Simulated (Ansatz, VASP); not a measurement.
**One calculation of BiB, two programs**

```
CELL_PARAMETERS angstrom
3.86558 0.00000 0.00000
-1.93279 3.34769 0.00000
0.00000 0.00000 6.37545
ATOMIC_POSITIONS crystal
B 0.33333 0.66667 0.00024
B 0.66667 0.33333 0.50024
Bi 0.33333 0.66667 0.37476
Bi 0.66667 0.33333 0.87476
```

Alike in both runs: task single point; functional r2SCAN; k mesh 12 × 12 × 4; occupations fermi-dirac, width 0.02 eV; no spin polarisation.

|  | VASP | Ansatz |
| --- | --- | --- |
| version | VASP 6.6.1 | Ansatz 0.2.0 |
| potentials or method | VASP PAW PBE potentials, release 64 (B, Bi_d) | plane waves, PAW |
| plane-wave cutoff (eV) | 520 | 500 |
| valence electrons in the cell | 36 | 36 |

|  | VASP | Ansatz | Ansatz less VASP |
| --- | --- | --- | --- |
| pressure (GPa) | 0.0 | 0.0 | +0.04 |

VASP's potentials were made for PBE, not for r2SCAN. With one functional, cell and mesh, what is left measures potentials, basis and numerics.

Neither program's run includes spin-orbit coupling.
